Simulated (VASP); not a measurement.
# Ti in VASP: relaxation of the atoms with PBEsol

Aim: the relaxation of the atoms of Ti with PBEsol.

All numbers are computed with VASP 6.6.1; they aren't measurements. Logs are shortened: lines on timing, memory, paths and dates and some standing lists are left out, and cuts for length are marked.

## 1. The cell of the first run

The cell holds a slab with vacuum, 7 atoms: a = 2.900 Å, b = 2.900 Å, c = 28.773 Å, α = 90.00°, β = 90.00°, γ = 120.00°.

## 2. Relaxation of the atoms, PBEsol

The input, INCAR:

```
SYSTEM = Ti
ALGO = Normal ; DIPOL = 0.5 0.5 0.500
EDIFF = 1E-6 ; EDIFFG = -0.02
ENCUT = 520 ; GGA = PS
IBRION = 2 ; IDIPOL = 3
ISIF = 2 ; ISMEAR = 0
KPAR = 2 ; LASPH = .True.
LCHARG = .False. ; LDIPOL = .True.
LREAL = .False. ; LWAVE = .False.
NELM = 80 ; NSW = 80
PREC = Accurate ; SIGMA = 0.1
```

The input, KPOINTS:

```
k-points
0
Gamma
  12 12 1
  0 0 0
```

The input, POSCAR:

```
Ti
1.0
    2.9004352002      0.0000000000      0.0000000000
   -1.4502176001      2.5118505654      0.0000000000
    0.0000000000      0.0000000000     28.7729713409
Ti
7
Direct
    0.6666666667      0.3333333333      0.2606612960
    0.3333333333      0.6666666667      0.3404408640
    0.6666666667      0.3333333333      0.4202204320
    0.3333333333      0.6666666667      0.5000000000
    0.6666666667      0.3333333333      0.5797795680
    0.3333333333      0.6666666667      0.6595591360
    0.6666666667      0.3333333333      0.7393387040
```

Potentials or basis: VASP PAW PBE potentials, release 64 (Ti_sv).

Started as:

```sh
> cat potpaw_PBE.64/Ti_sv/POTCAR > POTCAR
> mpirun -np 2 vasp_std > vasp.out
```

OUTCAR:

```text
SYSTEM = Ti
   EDIFF = 1E-6
   EDIFFG = -0.02
   ENCUT = 520
   GGA = PS
   IBRION = 2
   ISIF = 2
   ISMEAR = 0
   LASPH = .True.
   LREAL = .False.
   NELM = 80
   NSW = 80
   PREC = Accurate

 ion  position               nearest neighbor table
   1  0.667  0.333  0.261-   2 2.84   2 2.84   2 2.84
   2  0.333  0.667  0.340-   1 2.84   3 2.84   1 2.84   3 2.84   1 2.84   3 2.84
   3  0.667  0.333  0.420-   2 2.84   4 2.84   2 2.84   4 2.84   2 2.84   4 2.84
   4  0.333  0.667  0.500-   3 2.84   5 2.84   3 2.84   5 2.84   3 2.84   5 2.84
   5  0.667  0.333  0.580-   4 2.84   6 2.84   4 2.84   6 2.84   4 2.84   6 2.84
   6  0.333  0.667  0.660-   5 2.84   7 2.84   5 2.84   7 2.84   5 2.84   7 2.84
   7  0.667  0.333  0.739-   6 2.84   6 2.84   6 2.84

  LATTYP: Found a hexagonal cell.
 ALAT       =     2.9004352002
 C/A-ratio  =     9.9202255368

  Lattice vectors:

 A1 = (   2.9004352002,   0.0000000000,   0.0000000000)
 A2 = (  -1.4502176001,   2.5118505654,   0.0000000000)
 A3 = (   0.0000000000,   0.0000000000,  28.7729713409)

Analysis of symmetry for initial positions (statically):
=====================================================================
 Subroutine PRICEL returns:
 Original cell was already a primitive cell.

 Routine SETGRP: Setting up the symmetry group for a
 hexagonal supercell.

 Subroutine GETGRP returns: Found 12 space group operations
 (whereof 12 operations were pure point group operations)
 out of a pool of 24 trial point group operations.

The static configuration has the point symmetry D_3h.

Analysis of symmetry for dynamics (positions and initial velocities):
=====================================================================
 Subroutine PRICEL returns:
 Original cell was already a primitive cell.

 Routine SETGRP: Setting up the symmetry group for a
 hexagonal supercell.

 Subroutine GETGRP returns: Found 12 space group operations
 (whereof 12 operations were pure point group operations)
 out of a pool of 24 trial point group operations.

The dynamic configuration has the point symmetry D_3h.

 Subroutine INISYM returns: Found 12 space group operations
 (whereof 12 operations are pure point group operations),
 and found     1 'primitive' translations

[... 143 lines left out ...]
  ---------------------------------------------------
  ext. energy  EPLUGINS =         0.00000000
  ---------------------------------------------------
  free energy    TOTEN  =       -56.33539279 eV

  energy without entropy =      -56.27948395  energy(sigma->0) =      -56.30743837

------------------------ aborting loop because EDIFF is reached ----------------------------------------

  FORCE on cell =-STRESS in cart. coord.  units (eV):
  Direction    XX          YY          ZZ          XY          YZ          ZX
  --------------------------------------------------------------------------------------
  -------------------------------------------------------------------------------------
  Total       -2.0052487     -2.0052487     -2.2798414      0.0000000      0.0000000      0.0000000
  in kB      -15.3262939    -15.3262939    -17.4250305      0.0000000      0.0000000      0.0000000
  external PRESSURE =     -16.0258728 kB  Pullay stress =       0.0000000 kB
[... 104 lines left out ...]
  FREE ENERGIE OF THE ION-ELECTRON SYSTEM (eV)
  ---------------------------------------------------
  free  energy   TOTEN  =       -56.4441096857 eV

  energy  without entropy=      -56.3964857442  energy(sigma->0) =      -56.42029771

 vacuum level on the upper side and lower side of the slab       (xc-potential included)        -0.228        -0.228

[... ionic steps 4 to 7 ...]

--------------------------------------- Ionic step        8  -------------------------------------------

 number of electron      83.9999986 magnetization

------------------------ aborting loop because EDIFF is reached ----------------------------------------
[... 30 lines left out ...]
  FREE ENERGIE OF THE ION-ELECTRON SYSTEM (eV)
  ---------------------------------------------------
  free  energy   TOTEN  =       -56.4463888067 eV

  energy  without entropy=      -56.3985013352  energy(sigma->0) =      -56.42244507

 dipolmoment           0.000000      0.000000      0.000000 electrons x Angstroem

--------------------------------------- Ionic step        9  -------------------------------------------

 number of electron      83.9999985 magnetization

------------------------ aborting loop because EDIFF is reached ----------------------------------------
[... 36 lines left out ...]
--------------------------------------- Ionic step       10  -------------------------------------------

 number of electron      83.9999988 magnetization

 dipolmoment           0.000000      0.000000     -0.000000 electrons x Angstroem

 Free energy of the ion-electron system (eV)
  ---------------------------------------------------
  ext. energy  EPLUGINS =         0.00000000
  ---------------------------------------------------
  free energy    TOTEN  =       -56.44804260 eV

  energy without entropy =      -56.40025473  energy(sigma->0) =      -56.42414867

 E-fermi :   2.9252     XC(G=0):  -7.2471

 val. band max:        2.9040878452   @ k =   0.3333   0.1667   0.0000
 cond. band min:       2.9403253349   @ k =   0.3333   0.0000   0.0000
 fundamental gap:      0.0362374897
 Fermi energy:         2.9251779298

 k-point     1 :       0.0000    0.0000    0.0000
  band No.  band energies     occupation
      1     -53.6932      2.00000
      2     -53.6930      2.00000
      3     -53.6271      2.00000
      4     -53.5641      2.00000
      5     -53.5111      2.00000
      6     -53.4427      2.00000
[... 996 lines left out ...]
     49       3.2261      0.00002
     50       3.2486      0.00000

------------------------ aborting loop because EDIFF is reached ----------------------------------------

 vacuum level on the upper side and lower side of the slab       (xc-potential included)         0.004         0.004

  FORCE on cell =-STRESS in cart. coord.  units (eV):
  Direction    XX          YY          ZZ          XY          YZ          ZX
  --------------------------------------------------------------------------------------
  -------------------------------------------------------------------------------------
  Total       -0.8457086     -0.8457086     -0.1095107      0.0000000      0.0000000     -0.0000000
  in kB       -6.4638258     -6.4638258     -0.8370001      0.0000000      0.0000000     -0.0000000
  external PRESSURE =      -4.5882173 kB  Pullay stress =       0.0000000 kB
[... 22 lines left out ...]
  FREE ENERGIE OF THE ION-ELECTRON SYSTEM (eV)
  ---------------------------------------------------
  free  energy   TOTEN  =       -56.4480426021 eV

  energy  without entropy=      -56.4002547334  energy(sigma->0) =      -56.42414867

 reached required accuracy - stopping structural energy minimisation

 vacuum level on the upper side and lower side of the slab         7.445         7.445
```

CONTCAR:

```text
Ti
   1.00000000000000
     2.9004352002000000    0.0000000000000000    0.0000000000000000
    -1.4502176001000000    2.5118505654000001    0.0000000000000000
     0.0000000000000000    0.0000000000000000   28.7729713408999999
  Ti
     7
Direct
     0.6666666667000030    0.3333333332999970    0.2646844879758439
     0.3333333332999970    0.6666666667000030    0.3388765135423472
     0.6666666667000030    0.3333333332999970    0.4208083880523761
     0.3333333332999970    0.6666666667000030    0.5000000000000000
     0.6666666667000030    0.3333333332999970    0.5791916119476238
     0.3333333332999970    0.6666666667000030    0.6611234864576527
     0.6666666667000030    0.3333333332999970    0.7353155120241561

  0.00000000E+00  0.00000000E+00  0.00000000E+00
  0.00000000E+00  0.00000000E+00  0.00000000E+00
  0.00000000E+00  0.00000000E+00  0.00000000E+00
  0.00000000E+00  0.00000000E+00  0.00000000E+00
  0.00000000E+00  0.00000000E+00  0.00000000E+00
  0.00000000E+00  0.00000000E+00  0.00000000E+00
  0.00000000E+00  0.00000000E+00  0.00000000E+00
```

Wall time 13 min (2 MPI ranks of Intel Xeon 6975P-C (Granite Rapids), shared host); peak memory 0.42 GiB.

Results:

```
Free energy                  : -56.4480 eV
Energy gained by relaxing    : 16.1 meV/atom
Ionic steps                  : 10
Largest force after relaxing : 0.010 eV/Å
Band gap on the k mesh       : zero (bands 42 and 43 overlap by 1.01 eV)
```

Forces in eV/Å, atoms in the order of the input:
```
Ti   0.000  0.000  0.010
Ti   0.000  0.000 -0.010
Ti   0.000  0.000  0.007
Ti   0.000  0.000  0.000
Ti   0.000  0.000 -0.007
Ti   0.000  0.000  0.010
Ti   0.000  0.000 -0.010
```

Step by step:
```
step  energy change (eV)  largest force (eV/Å)  pressure (GPa)
   1              0.0000                0.6605           -1.60
   2             -0.0640                0.4476           -1.36
   3             -0.1087                0.0668           -0.79
   4             -0.1088                0.0616           -0.82
   5             -0.1097                0.0489           -0.79
   6             -0.1106                0.0278           -0.74
   7             -0.1106                0.0317           -0.71
   8             -0.1110                0.0291           -0.69
   9             -0.1119                0.0219           -0.62
  10             -0.1126                0.0102           -0.46
```

Final structure:
```
CELL_PARAMETERS angstrom
2.90044 0.00000 0.00000
-1.45022 2.51185 0.00000
0.00000 0.00000 28.77297
ATOMIC_POSITIONS crystal
Ti 0.66667 0.33333 0.26468
Ti 0.33333 0.66667 0.33888
Ti 0.66667 0.33333 0.42081
Ti 0.33333 0.66667 0.50000
Ti 0.66667 0.33333 0.57919
Ti 0.33333 0.66667 0.66112
Ti 0.66667 0.33333 0.73532
```

Levels at points of the mesh, in eV from the Fermi level:
| k point | band 38 | band 39 | band 40 | band 41 | band 42 | band 43 | band 44 | band 45 | band 46 | band 47 |
| --- | --- | --- | --- | --- | --- | --- | --- | --- | --- | --- |
| (0.00, 0.00, 0.00) | 0.27 | 0.28 | 0.59 | 0.61 | 0.61 | 0.65 | 0.65 | 0.67 | 0.67 | 0.71 |
| (0.50, 0.00, 0.00) | -1.07 | -0.99 | -0.86 | -0.69 | 0.26 | 0.41 | 0.54 | 0.75 | 1.11 | 1.11 |

Caveat: the PAW data sets were made with another functional, which shifts forces and pressure a little.

The gap in the log of VASP goes by the Fermi energy; the results here count the filled bands.